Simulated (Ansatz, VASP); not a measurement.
Two plane-wave programs on Ni

The input INCAR:

```
PREC = Accurate
ENCUT = 600
EDIFF = 1E-6
ISMEAR = -1
SIGMA = 0.08
LREAL = F
LASPH = T
NELM = 150
ALGO = Normal
ISIF = 3
LWAVE = F
LCHARG = F
ISPIN = 2
MAGMOM = 1
LORBIT = 11
LMAXMIX = 4
GGA = PS
IBRION = 2
NSW = 60
EDIFFG = -0.005
```

KPOINTS

```
Automatic mesh
0
Gamma
  21 21 21
```

File POSCAR:

```
Ni
1.0
    0.0000000000      1.7319783131      1.7319783131
    1.7319783131      0.0000000000      1.7319783131
    1.7319783131      1.7319783131      0.0000000000
Ni
1
Direct
    0.0000000000      0.0000000000      0.0000000000
```

Input for Ansatz:

```yaml
crystal:
  lattice:
    - [0.0, 1.7319783131, 1.7319783131]
    - [1.7319783131, 0.0, 1.7319783131]
    - [1.7319783131, 1.7319783131, 0.0]
  atoms:
    - { symbol: Ni, position: [0.0, 0.0, 0.0], spin: 1.0 }
magnetization:
  spin_polarized: true
kpoints:
  mp_grid: { grid: [21, 21, 21] }
scf:
  occupations: { method: fermi_dirac, width: 0.08 }
hamiltonian:
  xc: pbesol
  pseudopotentials: { kind: paw }
output:
  forces: true
  stress: true
relax:
  f_tol: 0.005
  max_steps: 40
  cell: {}
```

Alike in both runs: task relaxation of cell and atoms; functional PBEsol; k mesh 21 × 21 × 21; occupations fermi-dirac, width 0.08 eV; collinear spin.

```csv
,VASP,Ansatz
version,VASP 6.6.1,Ansatz 0.2.0
potentials or method,"VASP PAW PBE potentials, release 64 (Ni)","PAW with Ansatz's default frozen-core files, scalar-relativistic"
plane-wave cutoff (eV),600,420
valence electrons in the cell,10,18
```

```tsv
	VASP	Ansatz	Ansatz less VASP
net moment per atom (μB)	0.59	0.61	+0.012
size of the moment on the site where the two differ most (μB)	0.60	0.64	+0.040
relaxed volume (Å³/atom)	10.38	10.39	+0.010
relaxed length of the cell vector where the two differ most in proportion (Å)	2.449	2.449	+0.0008
```

VASP's potentials were made for PBE, not for PBEsol. Site moments also hang on the region over which each program counts them. VASP's potentials hold 10 valence electrons a cell and Ansatz's 18, so a difference there can come from the potentials and not from the codes.
